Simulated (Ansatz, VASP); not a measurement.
# Nb in VASP and in Ansatz

File INCAR:

```
SYSTEM = Nb
ALGO     = Fast           ! electronic algorithm
EDIFF    = 1E-6           ! SCF threshold, eV
ENCUT    = 520            ! plane-wave cutoff, eV
GGA      = PE             ! functional
ISIF     = 2              ! what is computed and relaxed
ISMEAR   = 0              ! smearing method
LASPH    = .True.         ! aspherical terms in the spheres
LCHARG   = .True.         ! write CHGCAR
LELF     = .True.         ! ELF
LREAL    = .False.        ! projectors in reciprocal space
LVHAR    = .True.       
LWAVE    = .False.        ! write WAVECAR
NBANDS   = 12             ! bands
NELM     = 100            ! most SCF steps
PREC     = Accurate       ! precision mode
SIGMA    = 0.15           ! smearing width, eV
```

KPOINTS

```
k-points
0
Gamma
  20 20 20
  0 0 0
```

File POSCAR:

```
Nb
1.0
   -1.6140315000      1.6140315000      1.7138685000
    1.6140315000     -1.6140315000      1.7138685000
    1.6140315000      1.6140315000     -1.7138685000
Nb
1
Direct
    0.0000000000      0.0000000000      0.0000000000
```

Input for Ansatz:

```yaml
crystal:
  lattice:
    - [-1.6140315, 1.6140315, 1.7138685]
    - [1.6140315, -1.6140315, 1.7138685]
    - [1.6140315, 1.6140315, -1.7138685]
  atoms:
    - { symbol: Nb, position: [0.0, 0.0, 0.0] }
basis:
  ecutwfc: 420
kpoints:
  mp_grid: { grid: [20, 20, 20] }
hamiltonian:
  xc: pbe
scf:
  occupations: { method: gaussian, width: 0.15 }
output:
  forces: true
  stress: true
  eigenvalues: true
```

Change from the starting cell: strain -0.030 along x and y, +0.030 along z, atoms carried along.

Alike in both runs: task single point; functional PBE; k mesh 20 × 20 × 20; occupations gaussian, width 0.15 eV; no spin polarisation.

|  | VASP | Ansatz |
| --- | --- | --- |
| version | VASP 6.6.1 | Ansatz 0.2.0 |
| potentials or method | VASP PAW PBE potentials, release 64 (Nb_sv), cutoff 520 eV | scalar-relativistic, plane waves, PAW |
| valence electrons in the cell | 13 | 13 |

```csv
,VASP,Ansatz,Ansatz less VASP
gap on the k mesh at the Fermi level (eV),none,none,-
pressure (GPa),2.6,2.9,+0.36
"traceless stress, the component that is largest in VASP (GPa)",-4.95,-4.97,-0.027
```

A gap of «none» marks a metal or a gap that the smearing closes. With one functional, cell and mesh, what is left measures potentials, basis and numerics.
